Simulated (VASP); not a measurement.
# Sm2B2Rh (P6/mmm) in VASP: further runs, part 2 of 2

VASP 6.6.1. Earlier steps stand in the parts before.

## Step 5: Single point, PBE

This run uses another cell than the first one, of 20.44 Å³/atom.

The input, INCAR:

```
PREC = Accurate
ENCUT = 500
EDIFF = 1E-6
ISMEAR = 0
SIGMA = 0.1
LREAL = False
LASPH = True
NELM = 200
ALGO = Normal
ISIF = 2
LWAVE = False
LCHARG = False
GGA = PE
NBANDS = 30
GGA_COMPAT = False
LMAXMIX = 6
```

The input, KPOINTS:

```
regular mesh
0
Gamma
  12 12 4
```

The input, POSCAR:

```
Sm2B2Rh
1.0
    3.6528341581      0.0000000000      0.0000000000
   -1.8264170790      3.1634471767      0.0000000000
    0.0000000000      0.0000000000      8.8422754854
Sm B Rh
2 2 1
Direct
    0.0000000000      0.0000000000      0.8157166644
    0.0000000000      0.0000000000      0.1842833356
    0.3333333333      0.6666666667      0.5000000000
    0.6666666667      0.3333333333      0.5000000000
    0.0000000000      0.0000000000      0.5000000000
```

Potentials or basis: VASP PAW PBE potentials, release 64 (Sm_3, B, Rh_pv), 4f in core.

On the command line:

```
$ cat potpaw_PBE.64/Sm_3/POTCAR potpaw_PBE.64/B/POTCAR potpaw_PBE.64/Rh_pv/POTCAR > POTCAR
$ mpirun -np 1 vasp_std > vasp.out
```

OUTCAR:

```text
PREC = Accurate
   ENCUT = 500
   EDIFF = 1E-6
   ISMEAR = 0
   LREAL = False
   LASPH = True
   NELM = 200
   ISIF = 2
   GGA = PE

 ion  position               nearest neighbor table
   1  0.000  0.000  0.816-   5 2.79   2 3.26
   2  0.000  0.000  0.184-   5 2.79   1 3.26
   3  0.333  0.667  0.500-   5 2.11   4 2.11   4 2.11   5 2.11   5 2.11   4 2.11
   4  0.667  0.333  0.500-   5 2.11   3 2.11   3 2.11   5 2.11   5 2.11   3 2.11
   5  0.000  0.000  0.500-   3 2.11   4 2.11   3 2.11   4 2.11   4 2.11   3 2.11   1 2.79   2 2.79

  LATTYP: Found a hexagonal cell.
 ALAT       =     3.6528341581
 C/A-ratio  =     2.4206616295

  Lattice vectors:

 A1 = (   3.6528341581,   0.0000000000,   0.0000000000)
 A2 = (  -1.8264170790,   3.1634471767,   0.0000000000)
 A3 = (   0.0000000000,   0.0000000000,   8.8422754854)

Analysis of symmetry for initial positions (statically):
=====================================================================
 Subroutine PRICEL returns:
 Original cell was already a primitive cell.

 Routine SETGRP: Setting up the symmetry group for a
 hexagonal supercell.

 Subroutine GETGRP returns: Found 24 space group operations
 (whereof 24 operations were pure point group operations)
 out of a pool of 24 trial point group operations.

The static configuration has the point symmetry D_6h.

Analysis of symmetry for dynamics (positions and initial velocities):
=====================================================================
 Subroutine PRICEL returns:
 Original cell was already a primitive cell.

 Routine SETGRP: Setting up the symmetry group for a
 hexagonal supercell.

 Subroutine GETGRP returns: Found 24 space group operations
 (whereof 24 operations were pure point group operations)
 out of a pool of 24 trial point group operations.

The dynamic configuration has the point symmetry D_6h.

 Subroutine INISYM returns: Found 24 space group operations
 (whereof 24 operations are pure point group operations),
 and found     1 'primitive' translations

----------------------------------------------------------------------------------------

                                     Primitive cell

  volume of cell :     102.1773

  direct lattice vectors                    reciprocal lattice vectors
     3.652834158  0.000000000  0.000000000     0.273760033  0.158055429  0.000000000
    -1.826417079  3.163447177  0.000000000     0.000000000  0.316110858  0.000000000
     0.000000000  0.000000000  8.842275485     0.000000000  0.000000000  0.113093061

  length of vectors
     3.652834158  3.652834158  8.842275485     0.316110858  0.316110858  0.113093061

  position of ions in fractional coordinates (direct lattice)
     0.000000000  0.000000000  0.815716664
     0.000000000  0.000000000  0.184283336
     0.333333333  0.666666667  0.500000000
     0.666666667  0.333333333  0.500000000
     0.000000000  0.000000000  0.500000000

  ion indices of the primitive-cell ions
   primitive index   ion index
                 1           1
                 2           2
                 3           3
                 4           4
                 5           5

----------------------------------------------------------------------------------------

 KPOINTS: regular mesh

Automatic generation of k-mesh.
 Grid dimensions read from file:
 generate k-points for:   12   12    4

 Generating k-lattice:

  Cartesian coordinates                     Fractional coordinates (reciprocal lattice)
     0.022813336  0.013171286  0.000000000     0.083333333  0.000000000  0.000000000
     0.000000000  0.026342571  0.000000000     0.000000000  0.083333333  0.000000000
     0.000000000  0.000000000  0.028273265     0.000000000  0.000000000  0.250000000

  Length of vectors
     0.026342571  0.026342571  0.028273265

  Shift w.r.t. Gamma in fractional coordinates (k-lattice)
     0.000000000  0.000000000  0.000000000

 Subroutine IBZKPT returns following result:
 ===========================================

 Found     57 irreducible k-points:

 Following reciprocal coordinates:
[... 29 lines left out ...]
   EDIFF  = 0.1E-05   stopping-criterion for ELM
   LREAL  =      F    real-space projection
   EDIFFG = 0.1E-04   stopping-criterion for IOM
   NSW    =      0    number of steps for IOM
   IBRION =     -1    ionic relax: 0-MD 1-quasi-New 2-CG
   NFREE  =      0    steps in history (QN), initial steepest desc. (CG)
   ISIF   =      2    stress and relaxation
   ISYM   =      2    0-nonsym 1-usesym 2-fastsym
   POTIM  = 0.5000    time-step for ionic-motion
   TEBEG  =    0.0;   TEEND  =   0.0 temperature during run
   PSTRESS=    0.0 pullay stress
   NELECT =      43.0000    total number of electrons
   NUPDOWN=      -1.0000    fix difference up-down
   EMIN   =  10.00;   EMAX   =-10.00  energy-range for DOS
   EFERMI =   0.00;   METHOD = LEGACY
   ISMEAR =     0;   SIGMA  =   0.10  broadening in eV -4-tet -1-fermi 0-gaus
   EFERMI_NEDOS =   21; number of points for ismear=-14 and -15
   IALGO  =     38    algorithm
   IMIX   =      4    mixing-type and parameters
     AMIX     =   0.40;   BMIX     =  1.00
     AMIX_MAG =   1.60;   BMIX_MAG =  1.00
  volume/ion in A,a.u.               =      20.44       137.91
  Fermi-wavevector in a.u.,A,eV,Ry     =   1.226816  2.318346 20.477825  1.505078
  Thomas-Fermi vector in A             =   2.361803
   LORBIT       =      0    0 simple, 1 ext, 2 COOP (PROOUT), +10 PAW based schemes
   GGA     = PE    functional components
   LHFCALC =     F    Hartree Fock is set to
   AEXX    =    0.0000 exact exchange contribution
   IVDW    =     0    specifies the selected vdW correction
   LEPSILON=     F    determine dielectric tensor
   LRPA    =     F    only Hartree local field effects (RPA)
 non-spin polarized calculation
 Gauss-broadening in eV      SIGMA  =   0.10
  energy-cutoff  :      500.00
  volume of cell :      102.18
 maximum number of plane-waves:      2624
 NGX is ok and might be reduce to    28
   NGX = 13   NGY = 13   NGZ = 33

 number of electron      42.9999999 magnetization

 Free energy of the ion-electron system (eV)
  ---------------------------------------------------
  ext. energy  EPLUGINS =         0.00000000
  ---------------------------------------------------
  free energy    TOTEN  =       -28.85533105 eV

  energy without entropy =      -28.83723809  energy(sigma->0) =      -28.84628457

 E-fermi :   4.5831     XC(G=0): -10.3453

 val. band max:        4.5773613910   @ k =   0.2500   0.2500   0.5000
 cond. band min:       4.5911506943   @ k =   0.0833  -0.0000   0.5000
 fundamental gap:      0.0137893033
 Fermi energy:         4.5831193012

 k-point     1 :       0.0000    0.0000    0.0000
  band No.  band energies     occupation
      1     -42.6666      2.00000
      2     -42.6666      2.00000
      3     -42.4900      2.00000
      4     -36.8268      2.00000
      5     -36.7688      2.00000
      6     -16.6551      2.00000
[... 781 lines left out ...]
     29       8.4172      0.00000
     30       8.6080      0.00000

 [... further k-points ...]
[... 5 lines left out ...]
  --------------------------------------------------------------------------------------
  -------------------------------------------------------------------------------------
  Total        0.1570570      0.1570570      0.1268391      0.0000000     -0.0000000     -0.0000000
  in kB        2.4627095      2.4627095      1.9888827      0.0000000     -0.0000000     -0.0000000
  external PRESSURE =       2.3047672 kB  Pullay stress =       0.0000000 kB

 VOLUME and BASIS-vectors are now :
 -----------------------------------------------------------------------------
  energy-cutoff  :      500.00
  volume of cell :      102.18
      direct lattice vectors                 reciprocal lattice vectors
     3.652834158  0.000000000  0.000000000     0.273760033  0.158055429  0.000000000
    -1.826417079  3.163447177  0.000000000     0.000000000  0.316110858  0.000000000
     0.000000000  0.000000000  8.842275485     0.000000000  0.000000000  0.113093061

 POSITION                                       TOTAL-FORCE (eV/Angst)
 -----------------------------------------------------------------------------------
      0.00000      0.00000      7.21279        -0.000000      0.000000      0.017769
      0.00000      0.00000      1.62948        -0.000000      0.000000     -0.017769
     -0.00000      2.10896      4.42114         0.000000     -0.000000      0.000000
      1.82642      1.05448      4.42114        -0.000000     -0.000000      0.000000
      0.00000      0.00000      4.42114        -0.000000      0.000000      0.000000
 -----------------------------------------------------------------------------------
    total drift:                               -0.000000      0.000000      0.000000

  FREE ENERGIE OF THE ION-ELECTRON SYSTEM (eV)
  ---------------------------------------------------
  free  energy   TOTEN  =       -28.8553310530 eV

  energy  without entropy=      -28.8372380861  energy(sigma->0) =      -28.84628457
```

OSZICAR:

```text
N       E                     dE             d eps       ncg     rms          rms(c)
DAV:   1     0.390934640195E+03    0.39093E+03   -0.22221E+04  3476   0.132E+03
DAV:   2    -0.163632905882E+02   -0.40730E+03   -0.39666E+03  3744   0.386E+02
DAV:   3    -0.299595844605E+02   -0.13596E+02   -0.13259E+02  4488   0.698E+01
DAV:   4    -0.301567526310E+02   -0.19717E+00   -0.19647E+00  4128   0.802E+00
DAV:   5    -0.301617730610E+02   -0.50204E-02   -0.50183E-02  4402   0.120E+00    0.178E+01
DAV:   6    -0.289830656587E+02    0.11787E+01   -0.89514E+00  4358   0.143E+01    0.498E+00
DAV:   7    -0.289196231877E+02    0.63442E-01   -0.13113E+00  4006   0.665E+00    0.451E+00
DAV:   8    -0.288784142879E+02    0.41209E-01   -0.58690E-01  4200   0.357E+00    0.209E+00
DAV:   9    -0.288561428774E+02    0.22271E-01   -0.69468E-02  4198   0.113E+00    0.175E-01
DAV:  10    -0.288553054402E+02    0.83744E-03   -0.71232E-03  4228   0.388E-01    0.703E-02
DAV:  11    -0.288553203579E+02   -0.14918E-04   -0.52302E-04  4016   0.105E-01    0.365E-02
DAV:  12    -0.288553336934E+02   -0.13336E-04   -0.10872E-04  4142   0.629E-02    0.115E-02
DAV:  13    -0.288553315731E+02    0.21203E-05   -0.14180E-05  3778   0.232E-02    0.319E-03
DAV:  14    -0.288553310530E+02    0.52011E-06   -0.17123E-06  2794   0.671E-03
   1 F= -.28855331E+02 E0= -.28846285E+02  d E =-.180930E-01
```

stdout:

```text
POSCAR found type information on POSCAR SmB Rh
 POSCAR found :  3 types and       5 ions
 scaLAPACK will be used
 LDA part: xc-table for (Slater+PW92), standard interpolation
 POSCAR, INCAR and KPOINTS ok, starting setup
 FFT: planning ... GRIDC
 FFT: planning ... GRID_SOFT
 FFT: planning ... GRID
 WAVECAR not read
 entering main loop
```

It took 56 s on 1 thread of Intel Xeon 6975P-C (Granite Rapids), shared host; peak memory 0.32 GiB.

What came out:

- Free energy: -28.8553 eV
- Pressure: 0.2 GPa
- Largest force: 0.018 eV/Å
- Band gap on the k mesh: zero (an odd number of electrons rules out a gap without spin polarisation)

Forces in eV/Å, atoms in the order of the input:
```
Sm   0.000  0.000  0.018
Sm   0.000  0.000 -0.018
B    0.000  0.000  0.000
B    0.000  0.000  0.000
Rh   0.000  0.000  0.000
```

Levels at points of the mesh, in eV from the Fermi level:
```csv
k point,band 18,band 19,band 20,band 21,band 22,band 23,band 24,band 25,band 26,band 27
"(0.00, 0.00, 0.00)",-2.95,-2.63,-1.04,0.59,1.16,1.63,1.63,1.95,1.95,2.34
"(0.50, 0.00, 0.00)",-3.21,-3.03,-1.50,-1.25,-0.79,0.93,1.27,2.18,2.34,2.58
"(0.00, 0.00, 0.50)",-2.96,-2.06,-1.81,-0.03,1.17,1.58,1.58,2.01,2.01,2.84
"(0.50, 0.00, 0.50)",-3.23,-2.64,-1.99,-0.63,-0.56,0.09,1.46,1.55,1.68,2.53
```

Caveat: spin-orbit coupling is left out, which moves the levels of the heavy elements; the 4f electrons are frozen in the core, so they carry no moment and show no levels.

## Step 6: Single point, PBE, collinear spin, ferromagnetic start

This run uses another cell than the first one, of 20.57 Å³/atom.

The input, INCAR:

```
  PREC = Accurate
  ENCUT = 500
  EDIFF = 1E-6
  ISMEAR = 0
  SIGMA = 0.1
  LREAL = F
  LASPH = T
  NELM = 200
  ALGO = Normal
  ISIF = 2
  LWAVE = F
  LCHARG = T
  ISPIN = 2
  MAGMOM = 0 0 0 0 1
  LORBIT = 11
  LMAXMIX = 6
  GGA = PE
  LELF = T
  LVHAR = T
  NBANDS = 34
  GGA_COMPAT = F
```

The input, KPOINTS:

```
regular mesh
0
Gamma
  6 6 2
```

The input, POSCAR:

```
Sm2B2Rh
1.0
    3.6565077096      0.0000000000      0.0000000000
   -1.8282538548      3.1666285656      0.0000000000
    0.0000000000      0.0000000000      8.8817249576
Sm B Rh
2 2 1
Direct
    0.0000000000      0.0000000000      0.8141278277
    0.0000000000      0.0000000000      0.1858721723
    0.3333333333      0.6666666667      0.5000000000
    0.6666666667      0.3333333333      0.5000000000
    0.0000000000      0.0000000000      0.5000000000
```

Potentials or basis: VASP PAW PBE potentials, release 64 (Sm_3, B, Rh_pv), 4f in core.

On the command line:

```
$ cat potpaw_PBE.64/Sm_3/POTCAR potpaw_PBE.64/B/POTCAR potpaw_PBE.64/Rh_pv/POTCAR > POTCAR
$ mpirun -np 1 vasp_std > vasp.out
```

It took 46 s on 1 thread of Intel Xeon 6975P-C (Granite Rapids), shared host; peak memory 0.3 GiB.

Results (log left out):

```yaml
Free_energy: -28.8911 eV
Pressure: 0.1 GPa
Largest_force: 0.023 eV/Å
Net_moment: 0.01 μB per cell
Valence_electrons_inside_the_program's_atomic_spheres: Sm 9.03; B 1.67; Rh 14.37
```

Forces on the atoms (eV/Å):
```
Sm   0.000  0.000  0.023
Sm   0.000  0.000 -0.023
B    0.000  0.000  0.000
B    0.000  0.000  0.000
Rh   0.000  0.000  0.000
```

Stress tensor (GPa, compression positive):
```
0.07 0.00 0.00
0.00 0.07 0.00
0.00 0.00 0.28
```

Levels at points of the mesh, in eV from the Fermi level:
Spin up:
| k point | band 18 | band 19 | band 20 | band 21 | band 22 | band 23 | band 24 | band 25 |
| --- | --- | --- | --- | --- | --- | --- | --- | --- |
| (0.00, 0.00, 0.00) | -2.89 | -2.60 | -1.06 | 0.56 | 1.18 | 1.63 | 1.63 | 1.92 |
| (0.50, 0.00, 0.00) | -3.16 | -2.98 | -1.50 | -1.23 | -0.73 | 0.93 | 1.29 | 2.18 |
| (0.00, 0.00, 0.50) | -2.90 | -2.03 | -1.83 | -0.04 | 1.18 | 1.58 | 1.58 | 1.98 |
| (0.50, 0.00, 0.50) | -3.18 | -2.61 | -1.97 | -0.66 | -0.50 | 0.13 | 1.48 | 1.57 |
Spin down:
| k point | band 18 | band 19 | band 20 | band 21 | band 22 | band 23 | band 24 | band 25 |
| --- | --- | --- | --- | --- | --- | --- | --- | --- |
| (0.00, 0.00, 0.00) | -2.89 | -2.60 | -1.05 | 0.56 | 1.18 | 1.63 | 1.63 | 1.92 |
| (0.50, 0.00, 0.00) | -3.16 | -2.98 | -1.50 | -1.23 | -0.73 | 0.93 | 1.29 | 2.19 |
| (0.00, 0.00, 0.50) | -2.90 | -2.03 | -1.83 | -0.04 | 1.18 | 1.58 | 1.58 | 1.98 |
| (0.50, 0.00, 0.50) | -3.18 | -2.61 | -1.97 | -0.65 | -0.50 | 0.14 | 1.48 | 1.57 |

Caveat: the magnetic or orbital state may not be the lowest; spin-orbit coupling is left out, which moves the levels of the heavy elements; the 4f electrons are frozen in the core, so they carry no moment and show no levels. The state reached can hang on the start; a lower one may exist.

## Step 7: Relaxation of cell and atoms, PBE

This run uses another cell than the first one, of 20.57 Å³/atom.

The input, INCAR:

```
SYSTEM = Sm2B2Rh
PREC     = Accurate       ! precision mode
ENCUT    = 500            ! plane-wave cutoff, eV
EDIFF    = 1E-7           ! SCF threshold, eV
ISMEAR   = 0              ! smearing method
SIGMA    = 0.1            ! smearing width, eV
LREAL    = .False.        ! projectors in reciprocal space
LASPH    = .True.         ! aspherical terms in the spheres
NELM     = 200            ! most SCF steps
ALGO     = Normal         ! electronic algorithm
ISIF     = 3              ! what is computed and relaxed
LWAVE    = .False.        ! write WAVECAR
LCHARG   = .False.        ! write CHGCAR
GGA      = PE             ! functional
IBRION   = 2              ! ionic algorithm
NSW      = 100            ! ionic steps
EDIFFG   = -0.01          ! ionic threshold
GGA_COMPAT= .False.      
NELMIN   = 4            
LMAXMIX  = 6              ! l up to which the mixer works
```

The input, KPOINTS:

```
Automatic mesh
0
Gamma
  12 12 4
  0 0 0
```

POSCAR is that of step 6.

On the command line:

```
$ cat potpaw_PBE.64/Sm_3/POTCAR potpaw_PBE.64/B/POTCAR potpaw_PBE.64/Rh_pv/POTCAR > POTCAR
$ mpirun -np 1 vasp_std > vasp.out
```

It took 4 min on 1 thread of Intel Xeon 6975P-C (Granite Rapids), shared host; peak memory 0.32 GiB.

Results (log left out):

- Free energy: -28.8556 eV
- Relaxed volume: 20.49 Å³/atom
- Relaxed cell: a = 3.655 Å, b = 3.655 Å, c = 8.853 Å, α = 90.00°, β = 90.00°, γ = 120.00°
- Space group after relaxing (to 0.1 Å): P6/mmm (No. 191)
- Energy gained by relaxing: 0.2 meV/atom
- Ionic steps: 6
- Pressure after relaxing: 0.0 GPa
- Band gap on the k mesh: zero (an odd number of electrons rules out a gap without spin polarisation)

Step by step:
```
step  energy change (eV)  largest force (eV/Å)  pressure (GPa)  volume (Å³)
   1              0.0000                0.0690           -0.04       102.84
   2             -0.0005                0.0529           -0.05       102.77
   3             -0.0011                0.0025           -0.10       102.56
   4             -0.0011                0.0029           -0.10       102.54
   5             -0.0010                0.0060            0.24       102.18
   6             -0.0011                0.0003            0.00       102.43
```

Final structure:
```cif
data_structure
_symmetry_space_group_name_H-M 'P 1'
_symmetry_Int_Tables_number 1
_cell_length_a 3.6551
_cell_length_b 3.6551
_cell_length_c 8.8530
_cell_angle_alpha 90.000
_cell_angle_beta 90.000
_cell_angle_gamma 120.000
_cell_volume 102.43
loop_
_atom_site_label
_atom_site_type_symbol
_atom_site_fract_x
_atom_site_fract_y
_atom_site_fract_z
_atom_site_occupancy
Sm1 Sm 0.00000 0.00000 0.81580 1
Sm2 Sm 0.00000 0.00000 0.18420 1
B1 B 0.33333 0.66667 0.50000 1
B2 B 0.66667 0.33333 0.50000 1
Rh1 Rh 0.00000 0.00000 0.50000 1
```

Levels at points of the mesh, in eV from the Fermi level:
```csv
k point,band 19,band 20,band 21,band 22,band 23,band 24,band 25
"(0.00, 0.00, 0.00)",-2.63,-1.05,0.58,1.16,1.63,1.63,1.95
"(0.50, 0.00, 0.00)",-3.02,-1.49,-1.24,-0.78,0.92,1.27,2.17
"(0.00, 0.00, 0.50)",-2.06,-1.81,-0.03,1.16,1.58,1.58,2.01
"(0.50, 0.00, 0.50)",-2.64,-1.98,-0.63,-0.56,0.09,1.46,1.55
```

Caveat: spin-orbit coupling is left out, which moves the levels of the heavy elements; the 4f electrons are frozen in the core, so they carry no moment and show no levels. Spin polarisation is off, so any magnetic state and its effect on volume and gap are missing.

## Step 8: The runs side by side

```csv
task,spin,cell,k mesh,gap on the mesh (eV),pressure (GPa),relaxed volume (Å³/atom),largest force (eV/Å)
single point,off,"a = 3.581, b = 3.581, c = 7.782 Å, angles 90.0, 90.0, 120.0°, 5 atoms, atomic positions A",6 × 6 × 2,none,18.3,-,0.95
single point,off,"a = 3.657, b = 3.657, c = 8.882 Å, angles 90.0, 90.0, 120.0°, 5 atoms, atomic positions B",6 × 6 × 2,none,0.1,-,0.02
relaxation of cell and atoms,off,"relaxed from a = 3.581, b = 3.581, c = 7.782 Å, angles 90.0, 90.0, 120.0°, 5 atoms, atomic positions A",6 × 6 × 2,none,-0.1,20.62,-
single point,off,"a = 3.653, b = 3.653, c = 8.842 Å, angles 90.0, 90.0, 120.0°, 5 atoms, atomic positions B",12 × 12 × 4,none,0.2,-,0.02
single point,"collinear, ferromagnetic start","a = 3.657, b = 3.657, c = 8.882 Å, angles 90.0, 90.0, 120.0°, 5 atoms, atomic positions B",6 × 6 × 2,none,0.1,-,0.02
relaxation of cell and atoms,off,"relaxed from a = 3.657, b = 3.657, c = 8.882 Å, angles 90.0, 90.0, 120.0°, 5 atoms, atomic positions B",12 × 12 × 4,none,0.0,20.49,-
```

Alike in all rows: level PBE; potentials or basis VASP PAW PBE potentials, release 64 (Sm_3, B, Rh_pv), 4f in core; cutoff (eV) 500; smearing gaussian 0.1 eV.

Caveats: some runs use coarse meshes; spin-orbit coupling is left out, which moves the levels of the heavy elements; the 4f electrons are frozen in the core, so they carry no moment and show no levels; the volume moved by over 15 % at a fixed basis, so the end points are rough (at least some runs); the magnetic or orbital state may not be the lowest (at least some runs).

Total energies depend on the potentials used, so only differences within one code and one set of settings carry meaning.
